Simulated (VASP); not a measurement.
# Zr (Pm-3m) in VASP: notebook

The runs below take Zr through single point, with r2SCAN.

Everything below comes from runs of VASP 6.6.1. Logs are shortened: lines on timing, memory, paths and dates and some standing lists are left out, and cuts for length are marked.

## 1. The cell of the first run

It takes space group Pm-3m (No. 221, cubic). The conventional cell has a = 2.818 Å, b = 2.818 Å, c = 2.818 Å, α = 90.00°, β = 90.00°, γ = 90.00°. Within 3.7 Å of Zr (site symmetry m-3m) lie 6 Zr at 2.82 Å.

This isn't the form of Zr at room conditions, which is hcp.

## 2. Single point, r2SCAN, collinear spin (22.38 Å³/atom)

Input file POSCAR:

```
Zr
1.0
    2.8178944496      0.0000000000      0.0000000000
    0.0000000000      2.8178944496      0.0000000000
    0.0000000000      0.0000000000      2.8178944496
Zr
1
Direct
    0.0000000000      0.0000000000      0.0000000000
```

Input file INCAR.step1:

```
SYSTEM = Zr
PREC = Accurate
ENCUT = 520
ISMEAR = -1
SIGMA = 0.05
LREAL = .FALSE.
LASPH = .TRUE.
NELM = 150
ISPIN = 2
MAGMOM = -0.057
LMAXMIX = 4
NBANDS = 16
GGA = PE
ALGO = Normal
EDIFF = 1E-4
LWAVE = .TRUE.
LCHARG = .FALSE.
```

Input file INCAR.step2:

```
SYSTEM = Zr
PREC = Accurate
ENCUT = 520
EDIFF = 1E-6
ISMEAR = -1
SIGMA = 0.05
LREAL = .FALSE.
LASPH = .TRUE.
NELM = 150
ALGO = Normal
ISIF = 2
LWAVE = .FALSE.
LCHARG = .FALSE.
ISPIN = 2
MAGMOM = -0.057
LORBIT = 11
LMAXMIX = 4
METAGGA = R2SCAN
LMIXTAU = .TRUE.
NBANDS = 16
ISTART = 1
```

Input file KPOINTS:

```
Automatic mesh
0
G
  18 18 18
  0 0 0
```

Potentials or basis: VASP PAW PBE potentials, release 64 (Zr_sv).

Command:

```sh
cat potpaw_PBE.64/Zr_sv/POTCAR > POTCAR
cp INCAR.step1 INCAR
mpirun -np 1 vasp_std > vasp.out
cp INCAR.step2 INCAR
mpirun -np 1 vasp_std > vasp.out
```

OUTCAR:

```text
SYSTEM = Zr
   PREC = Accurate
   ENCUT = 520
   EDIFF = 1E-6
   ISMEAR = -1
   LREAL = .FALSE.
   LASPH = .TRUE.
   NELM = 150
   ISIF = 2
   ISPIN = 2
   LORBIT = 11
   METAGGA = R2SCAN
   ISTART = 1

 ion  position               nearest neighbor table
   1  0.000  0.000  0.000-

  LATTYP: Found a simple cubic cell.
 ALAT       =     2.8178944496

  Lattice vectors:

 A1 = (   2.8178944496,   0.0000000000,   0.0000000000)
 A2 = (   0.0000000000,   2.8178944496,   0.0000000000)
 A3 = (   0.0000000000,   0.0000000000,   2.8178944496)

Analysis of symmetry for initial positions (statically):
=====================================================================
 Subroutine PRICEL returns:
 Original cell was already a primitive cell.

 Routine SETGRP: Setting up the symmetry group for a
 simple cubic supercell.

 Subroutine GETGRP returns: Found 48 space group operations
 (whereof 48 operations were pure point group operations)
 out of a pool of 48 trial point group operations.

The static configuration has the point symmetry O_h .

Analysis of symmetry for dynamics (positions and initial velocities):
=====================================================================
 Subroutine PRICEL returns:
 Original cell was already a primitive cell.

 Routine SETGRP: Setting up the symmetry group for a
 simple cubic supercell.

 Subroutine GETGRP returns: Found 48 space group operations
 (whereof 48 operations were pure point group operations)
 out of a pool of 48 trial point group operations.

The dynamic configuration has the point symmetry O_h .

Analysis of structural, dynamic, and magnetic symmetry:
=====================================================================
 Subroutine PRICEL returns:
 Original cell was already a primitive cell.

 Routine SETGRP: Setting up the symmetry group for a
 simple cubic supercell.

 Subroutine GETGRP returns: Found 48 space group operations
 (whereof 48 operations were pure point group operations)
 out of a pool of 48 trial point group operations.

The overall configuration has the point symmetry O_h .

 Subroutine INISYM returns: Found 48 space group operations
 (whereof 48 operations are pure point group operations),
 and found     1 'primitive' translations

----------------------------------------------------------------------------------------

                                     Primitive cell

  volume of cell :      22.3756

  direct lattice vectors                    reciprocal lattice vectors
     2.817894450  0.000000000  0.000000000     0.354874896  0.000000000  0.000000000
     0.000000000  2.817894450  0.000000000     0.000000000  0.354874896  0.000000000
     0.000000000  0.000000000  2.817894450     0.000000000  0.000000000  0.354874896

  length of vectors
     2.817894450  2.817894450  2.817894450     0.354874896  0.354874896  0.354874896

  position of ions in fractional coordinates (direct lattice)
     0.000000000  0.000000000  0.000000000

  ion indices of the primitive-cell ions
   primitive index   ion index
                 1           1

----------------------------------------------------------------------------------------

 KPOINTS: Automatic mesh

Automatic generation of k-mesh.
 Grid dimensions read from file:
 generate k-points for:   18   18   18

 Generating k-lattice:

  Cartesian coordinates                     Fractional coordinates (reciprocal lattice)
     0.019715272  0.000000000  0.000000000     0.055555556  0.000000000  0.000000000
     0.000000000  0.019715272  0.000000000     0.000000000  0.055555556  0.000000000
     0.000000000  0.000000000  0.019715272     0.000000000  0.000000000  0.055555556

  Length of vectors
     0.019715272  0.019715272  0.019715272

  Shift w.r.t. Gamma in fractional coordinates (k-lattice)
     0.000000000  0.000000000  0.000000000

 Subroutine IBZKPT returns following result:
 ===========================================

 Found    220 irreducible k-points:

 Following reciprocal coordinates:
            Coordinates               Weight
  0.000000  0.000000  0.000000      1.000000
  0.055556  0.000000  0.000000      6.000000
  0.111111  0.000000  0.000000      6.000000
  0.166667  0.000000  0.000000      6.000000
  0.222222  0.000000  0.000000      6.000000
  0.277778  0.000000  0.000000      6.000000
[... 16 lines left out ...]
  0.277778  0.111111  0.000000     24.000000
  0.333333  0.111111  0.000000     24.000000
 [... further k-points ...]
   k-points           NKPTS =    220   k-points in BZ     NKDIM =    220   number of bands    NBANDS=     16
   number of dos      NEDOS =    301   number of ions     NIONS =      1
   total plane-waves  NPLWV =  13824
   dimension x,y,z NGX =    24 NGY =   24 NGZ =   24
   dimension x,y,z NGXF=    48 NGYF=   48 NGZF=   48
   ions per type =               1
   NGX,Y,Z   is equivalent  to a cutoff of  14.16, 14.16, 14.16 a.u.
   NGXF,Y,Z  is equivalent  to a cutoff of  28.32, 28.32, 28.32 a.u.
 SYSTEM =  Zr
   PREC   = accura    normal or accurate (medium, high low for compatibility)
   ISTART =      1    job   : 0-new  1-cont  2-samecut
   ICHARG =      0    charge: 1-file 2-atom 10-const
   ISPIN  =      2    spin polarized calculation?
   LNONCOLLINEAR =      F non collinear calculations
   LSORBIT =      F    spin-orbit coupling
   LASPH  =      T    aspherical Exc in radial PAW
   ENCUT  =  520.0 eV  38.22 Ry    6.18 a.u.   5.24  5.24  5.24*2*pi/ulx,y,z
   NELM   =    150;   NELMIN=  2; NELMDL=  0     # of ELM steps
   EDIFF  = 0.1E-05   stopping-criterion for ELM
   LREAL  =      F    real-space projection
   EDIFFG = 0.1E-04   stopping-criterion for IOM
   NSW    =      0    number of steps for IOM
   IBRION =     -1    ionic relax: 0-MD 1-quasi-New 2-CG
   NFREE  =      0    steps in history (QN), initial steepest desc. (CG)
   ISIF   =      2    stress and relaxation
   ISYM   =      2    0-nonsym 1-usesym 2-fastsym
   POTIM  = 0.5000    time-step for ionic-motion
   TEBEG  =    0.0;   TEEND  =   0.0 temperature during run
   PSTRESS=    0.0 pullay stress
   NELECT =      12.0000    total number of electrons
   NUPDOWN=      -1.0000    fix difference up-down
   EMIN   =  10.00;   EMAX   =-10.00  energy-range for DOS
   EFERMI =   0.00;   METHOD = LEGACY
   ISMEAR =    -1;   SIGMA  =   0.05  broadening in eV -4-tet -1-fermi 0-gaus
   EFERMI_NEDOS =   21; number of points for ismear=-14 and -15
   IALGO  =     38    algorithm
   IMIX   =      4    mixing-type and parameters
     AMIX     =   0.40;   BMIX     =  1.00
     AMIX_MAG =   1.60;   BMIX_MAG =  1.00
  volume/ion in A,a.u.               =      22.38       151.00
  Fermi-wavevector in a.u.,A,eV,Ry     =   1.330078  2.513483 24.070178  1.769108
  Thomas-Fermi vector in A             =   2.459192
   LORBIT       =     11    0 simple, 1 ext, 2 COOP (PROOUT), +10 PAW based schemes
   METAGGA = R2SCAN    functional components
   LHFCALC =     F    Hartree Fock is set to
   AEXX    =    0.0000 exact exchange contribution
   IVDW    =     0    specifies the selected vdW correction
   LEPSILON=     F    determine dielectric tensor
   LRPA    =     F    only Hartree local field effects (RPA)
 spin polarized calculation
  energy-cutoff  :      520.00
  volume of cell :       22.38
 maximum number of plane-waves:       624
 NGX is ok and might be reduce to    24
   NGX = 11   NGY = 11   NGZ = 11

 number of electron      12.0000001 magnetization       0.0000379

 Free energy of the ion-electron system (eV)
  ---------------------------------------------------
  ext. energy  EPLUGINS =         0.00000000
  ---------------------------------------------------
  free energy    TOTEN  =       -21.74724992 eV

  energy without entropy =      -21.73440737  energy(sigma->0) =      -21.74082865

 E-fermi :   9.2029     XC(G=0): -12.0593

 val. band max:        9.1998622005   @ k =   0.4444   0.1667   0.0000
 cond. band min:       9.2172354406   @ k =   0.2778   0.1111   0.0000
 fundamental gap:      0.0173732402
 Fermi energy:         9.2029381429

 spin component 1

 k-point     1 :       0.0000    0.0000    0.0000
  band No.  band energies     occupation
      1     -41.0925      1.00000
      2     -17.6006      1.00000
      3     -17.6006      1.00000
      4     -17.6006      1.00000
      5       3.6559      1.00000
      6       7.0689      1.00000
[... 8 lines left out ...]
     15      30.8743      0.00000
     16      30.8743      0.00000

 k-point     2 :       0.0556    0.0000    0.0000
  band No.  band energies     occupation
      1     -41.0860      1.00000
      2     -17.6567      1.00000
      3     -17.5960      1.00000
      4     -17.5960      1.00000
      5       3.7475      1.00000
      6       7.0951      1.00000
[... 8 lines left out ...]
     15      30.2863      0.00000
     16      31.2154      0.00000
[... 387 lines left out ...]
      5       5.7212      1.00000
      6       7.9279      1.00000
[... 8 lines left out ...]
     15      31.8671      0.00000
     16      33.3339      0.00000

 k-point    24 :       0.3333    0.1111    0.0000
  band No.  band energies     occupation
      1     -40.9027      1.00000
      2     -18.8634      1.00000
      3     -17.6883      1.00000
      4     -17.4675      1.00000
      5       6.2614      1.00000
      6       8.1042      1.00000
[... 8 lines left out ...]
     15      30.9005      0.00000
     16      33.6901      0.00000

 [... further k-points ...]

 spin component 2

 k-point     1 :       0.0000    0.0000    0.0000
  band No.  band energies     occupation
      1     -41.0925      1.00000
      2     -17.6005      1.00000
      3     -17.6005      1.00000
      4     -17.6005      1.00000
      5       3.6559      1.00000
      6       7.0690      1.00000
[... 8 lines left out ...]
     15      30.8743      0.00000
     16      30.8743      0.00000

 k-point     2 :       0.0556    0.0000    0.0000
  band No.  band energies     occupation
      1     -41.0860      1.00000
      2     -17.6567      1.00000
      3     -17.5959      1.00000
      4     -17.5959      1.00000
      5       3.7475      1.00000
      6       7.0952      1.00000
[... 8 lines left out ...]
     15      30.2864      0.00000
     16      31.2154      0.00000
[... 387 lines left out ...]
      5       5.7213      1.00000
      6       7.9279      1.00000
[... 8 lines left out ...]
     15      31.8672      0.00000
     16      33.3339      0.00000

 k-point    24 :       0.3333    0.1111    0.0000
  band No.  band energies     occupation
      1     -40.9027      1.00000
      2     -18.8634      1.00000
      3     -17.6883      1.00000
      4     -17.4675      1.00000
      5       6.2614      1.00000
      6       8.1043      1.00000
[... 8 lines left out ...]
     15      30.9005      0.00000
     16      33.6901      0.00000

 [... further k-points ...]
[... 5 lines left out ...]
  --------------------------------------------------------------------------------------
  -------------------------------------------------------------------------------------
  Total        1.0535922      1.0535922      1.0535922      0.0000000     -0.0000000      0.0000000
  in kB       75.4412683     75.4412683     75.4412683      0.0000000     -0.0000000      0.0000000
  external PRESSURE =      75.4412683 kB  Pullay stress =       0.0000000 kB

 VOLUME and BASIS-vectors are now :
 -----------------------------------------------------------------------------
  energy-cutoff  :      520.00
  volume of cell :       22.38
      direct lattice vectors                 reciprocal lattice vectors
     2.817894450  0.000000000  0.000000000     0.354874896  0.000000000  0.000000000
     0.000000000  2.817894450  0.000000000     0.000000000  0.354874896  0.000000000
     0.000000000  0.000000000  2.817894450     0.000000000  0.000000000  0.354874896

 POSITION                                       TOTAL-FORCE (eV/Angst)
 -----------------------------------------------------------------------------------
      0.00000      0.00000      0.00000         0.000000      0.000000      0.000000
 -----------------------------------------------------------------------------------
    total drift:                               -0.000000      0.000000      0.000000

  FREE ENERGIE OF THE ION-ELECTRON SYSTEM (eV)
  ---------------------------------------------------
  free  energy   TOTEN  =       -21.7472499240 eV

  energy  without entropy=      -21.7344073707  energy(sigma->0) =      -21.74082865

 total charge

# of ion       s       p       d       tot
------------------------------------------
    1        2.238   5.924   1.933  10.095

 magnetization (x)

# of ion       s       p       d       tot
------------------------------------------
    1        0.000   0.000   0.000   0.000
```

It took 4.5 min on 1 thread of AMD EPYC 9R45 (Zen 5), shared host; peak memory 0.21 GiB.

Results:

| Item | Value |
| --- | --- |
| Free energy | -21.7472 eV |
| Pressure | 7.5 GPa |
| Band gap on the k mesh | zero (filled and empty bands overlap) |
| Net moment | 0.00 μB per cell |
| Valence electrons inside the program's atomic spheres | Zr 10.10 |

Levels at points of the mesh, in eV from the Fermi level:
Spin up:
```tsv
k point	band 2	band 3	band 4	band 5	band 6	band 7	band 8	band 9	band 10	band 11
(0.00, 0.00, 0.00)	-26.80	-26.80	-26.80	-5.55	-2.13	-2.13	6.51	6.51	6.51	14.46
(0.50, 0.00, 0.00)	-28.48	-26.65	-26.65	-2.09	-1.13	0.38	2.92	2.92	6.88	10.73
(0.50, 0.50, 0.00)	-28.22	-28.22	-26.50	-3.72	-0.29	3.71	3.71	5.78	5.78	8.66
(0.50, 0.50, 0.50)	-27.99	-27.99	-27.99	-1.88	-1.88	-1.88	6.63	8.91	8.91	12.58
```
Spin down:
| k point | band 3 | band 4 | band 5 | band 6 | band 7 | band 8 | band 9 | band 10 |
| --- | --- | --- | --- | --- | --- | --- | --- | --- |
| (0.00, 0.00, 0.00) | -26.80 | -26.80 | -5.55 | -2.13 | -2.13 | 6.51 | 6.51 | 6.51 |
| (0.50, 0.00, 0.00) | -26.65 | -26.65 | -2.09 | -1.13 | 0.38 | 2.92 | 2.92 | 6.88 |
| (0.50, 0.50, 0.00) | -28.22 | -26.50 | -3.72 | -0.29 | 3.71 | 3.71 | 5.78 | 5.78 |
| (0.50, 0.50, 0.50) | -27.99 | -27.99 | -1.88 | -1.88 | -1.88 | 6.63 | 8.91 | 8.91 |

Caveat: the cell stands under pressure; the PAW data sets were made with another functional, which shifts forces and pressure a little.

## 3. Single point, r2SCAN, collinear spin

This run uses another cell than the first one, of 25.43 Å³/atom.

Input file POSCAR:

```
Zr
1.0
    2.9405630624      0.0000000000      0.0000000000
    0.0000000000      2.9405630624      0.0000000000
    0.0000000000      0.0000000000      2.9405630624
Zr
1
Direct
    0.0000000000      0.0000000000      0.0000000000
```

Input file INCAR.step1:

```
SYSTEM = Zr
PREC = Accurate ; ENCUT = 520
ISMEAR = -1 ; SIGMA = 0.05
LREAL = .FALSE. ; LASPH = .TRUE.
NELM = 150 ; ISPIN = 2
MAGMOM = 0.676 ; LMAXMIX = 4
NBANDS = 16 ; GGA = PE
ALGO = Normal ; EDIFF = 1E-4
LWAVE = .TRUE. ; LCHARG = .FALSE.
```

Input file INCAR.step2:

```
SYSTEM = Zr
PREC = Accurate ; ENCUT = 520
EDIFF = 1E-6 ; ISMEAR = -1
SIGMA = 0.05 ; LREAL = .FALSE.
LASPH = .TRUE. ; NELM = 150
ALGO = Normal ; ISIF = 2
LWAVE = .FALSE. ; LCHARG = .FALSE.
ISPIN = 2 ; MAGMOM = 0.676
LORBIT = 11 ; LMAXMIX = 4
METAGGA = R2SCAN ; LMIXTAU = .TRUE.
NBANDS = 16 ; ISTART = 1
```

Input file KPOINTS:

```
regular mesh
0
G
  18 18 18
  0 0 0
```

Potentials or basis: VASP PAW PBE potentials, release 64 (Zr_sv).

Command:

```sh
cat potpaw_PBE.64/Zr_sv/POTCAR > POTCAR
cp INCAR.step1 INCAR
mpirun -np 1 vasp_std > vasp.out
cp INCAR.step2 INCAR
mpirun -np 1 vasp_std > vasp.out
```

Run time: 4.6 min. Hardware: 1 thread of AMD EPYC 9R45 (Zen 5), shared host; peak memory 0.22 GiB.

It converged, with:

```yaml
Free_energy: -21.7875 eV
Pressure: -2.4 GPa
Band_gap_on_the_k_mesh: zero (filled and empty bands overlap)
Net_moment: 0.00 μB per cell
Valence_electrons_inside_the_program's_atomic_spheres: Zr 9.93
```

Levels at points of the mesh, in eV from the Fermi level:
Spin up:
| k point | band 2 | band 3 | band 4 | band 5 | band 6 | band 7 | band 8 | band 9 | band 10 | band 11 |
| --- | --- | --- | --- | --- | --- | --- | --- | --- | --- | --- |
| (0.00, 0.00, 0.00) | -27.13 | -27.13 | -27.13 | -5.32 | -1.74 | -1.74 | 5.76 | 5.76 | 5.76 | 13.38 |
| (0.50, 0.00, 0.00) | -28.31 | -27.02 | -27.02 | -2.09 | -0.88 | 0.16 | 2.76 | 2.76 | 6.06 | 9.31 |
| (0.50, 0.50, 0.00) | -28.13 | -28.13 | -26.92 | -3.00 | -0.31 | 3.41 | 3.41 | 4.98 | 4.98 | 7.52 |
| (0.50, 0.50, 0.50) | -27.98 | -27.98 | -27.98 | -1.39 | -1.39 | -1.39 | 6.75 | 7.72 | 7.72 | 10.80 |
Spin down:
```tsv
k point	band 4	band 5	band 6	band 7	band 8	band 9
(0.00, 0.00, 0.00)	-27.13	-5.32	-1.74	-1.74	5.76	5.76
(0.50, 0.00, 0.00)	-27.02	-2.09	-0.88	0.16	2.76	2.76
(0.50, 0.50, 0.00)	-26.92	-3.00	-0.31	3.41	3.41	4.98
(0.50, 0.50, 0.50)	-27.98	-1.39	-1.39	-1.39	6.75	7.72
```

Caveat: the PAW data sets were made with another functional, which shifts forces and pressure a little.
